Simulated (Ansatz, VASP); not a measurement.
# Two plane-wave programs on Hf

File INCAR:

```
SYSTEM = Hf
PREC     = Accurate       ! precision mode
ENCUT    = 520            ! plane-wave cutoff, eV
EDIFF    = 1E-6           ! SCF threshold, eV
ISMEAR   = -1             ! smearing method
SIGMA    = 0.1            ! smearing width, eV
LREAL    = .FALSE.        ! projectors in reciprocal space
LASPH    = .TRUE.         ! aspherical terms in the spheres
NELM     = 100            ! most SCF steps
ALGO     = Normal         ! electronic algorithm
ISIF     = 2              ! what is computed and relaxed
LWAVE    = .FALSE.        ! write WAVECAR
LCHARG   = .FALSE.        ! write CHGCAR
GGA      = RP             ! functional
NBANDS   = 11             ! bands
```

Contents of KPOINTS:

```
regular mesh
0
G
  13 13 13
  0 0 0
```

The input POSCAR:

```
Hf
1.0
    0.0000000000      2.3524295898      2.3524295898
    2.3524295898      0.0000000000      2.3524295898
    2.3524295898      2.3524295898      0.0000000000
Hf
1
Direct
    0.0000000000      0.0000000000      0.0000000000
```

Input for Ansatz:

```yaml
crystal:
  lattice:
    - [0.0, 2.3524295898, 2.3524295898]
    - [2.3524295898, 0.0, 2.3524295898]
    - [2.3524295898, 2.3524295898, 0.0]
  atoms:
    - { symbol: Hf, position: [0.0, 0.0, 0.0] }
hamiltonian:
  xc: rpbe
  pseudopotentials:
    kind: paw
    azcp:
      Hf: "pseudopotentials/Hf.paw.azcp"
basis:
  ecutwfc: 420
  fft_grid_basis: typed
kpoints:
  mp_grid: { grid: [13, 13, 13], shift: [0, 0, 0] }
magnetization:
  spin_polarized: false
scf:
  occupations: { method: fermi_dirac, width: 0.1 }
  lower_state_search: "off"
output:
  stress: true
```

Alike in both runs: task single point; functional RPBE; k mesh 13 × 13 × 13; occupations fermi-dirac, width 0.1 eV; no spin polarisation.

|  | VASP | Ansatz |
| --- | --- | --- |
| version | VASP 6.6.1 | Ansatz 0.2.0 |
| potentials or method | VASP PAW PBE potentials, release 64 (Hf_pv), cutoff 520 eV | plane waves (420 eV) with PAW, scalar-relativistic |
| valence electrons in the cell | 10 | 26 |

```csv
,VASP,Ansatz,Ansatz less VASP
pressure (GPa),-9.5,-9.1,+0.41
```

VASP's potentials were made for PBE, not for RPBE. With one functional, cell and mesh, what is left measures potentials, basis and numerics. VASP's potentials hold 10 valence electrons a cell and Ansatz's 26, so a difference there can come from the potentials and not from the codes.

Spin-orbit coupling is off throughout.
